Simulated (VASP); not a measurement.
Set up this calculation in VASP 6.6.1, as the native input.

* Task: relaxation of cell and atoms
* Functional: PBE
* Potentials or basis: VASP PAW PBE potentials, release 64 (Os)
* Cutoff: 600 eV
* k mesh: 18 × 18 × 10
* Occupations: gaussian, width 0.1 eV
* Spin: no spin polarisation
* Dipole correction: no
* Further INCAR settings: ALGO = Normal; EDIFF = 1e-06; IBRION = 2; EDIFFG = -0.005; NSW = 100; ISIF = 3

The structure of Os lies in POSCAR:

```
Os
1.0
    2.7508550310      0.0000000000      0.0000000000
   -1.3754275155      2.3823103389      0.0000000000
    0.0000000000      0.0000000000      4.3547218047
Os
2
Direct
    0.3333333333      0.6666666667      0.2500000000
    0.6666666667      0.3333333333      0.7500000000
```

The input as run:

INCAR

```
PREC = Accurate
ENCUT = 600
EDIFF = 1E-6
ISMEAR = 0
SIGMA = 0.1
LREAL = False
LASPH = True
NELM = 100
ALGO = Normal
ISIF = 3
LWAVE = False
LCHARG = False
GGA = PE
IBRION = 2
NSW = 100
EDIFFG = -0.005
```

KPOINTS

```
Automatic mesh
0
Gamma
  18 18 10
```

Potentials or basis: VASP PAW PBE potentials, release 64 (Os).

Command:

```bash
$ cat potpaw_PBE.64/Os/POTCAR > POTCAR
$ mpirun -np 1 vasp_std > vasp.out
```

It gave:

```yaml
Relaxed_volume: 14.27 Å³/atom
Relaxed_cell: a = 2.753 Å, b = 2.753 Å, c = 4.350 Å, α = 90.00°, β = 90.00°, γ = 120.00°
Space_group_after_relaxing_to_0.1_Å: P6_3/mmc (No. 194)
Energy_gained_by_relaxing: 0.1 meV/atom
Ionic_steps: 5
Pressure_after_relaxing: 0.0 GPa
Band_gap_on_the_k_mesh: zero (bands 8 and 9 overlap by 3.80 eV)
```

Caveat: spin-orbit coupling is left out, which moves the levels of the heavy elements.

Run time: 82 s on 1 thread of AMD EPYC 9R45 96-Core Processor (Zen 5), with other jobs on the host, peak memory 0.2 GiB.
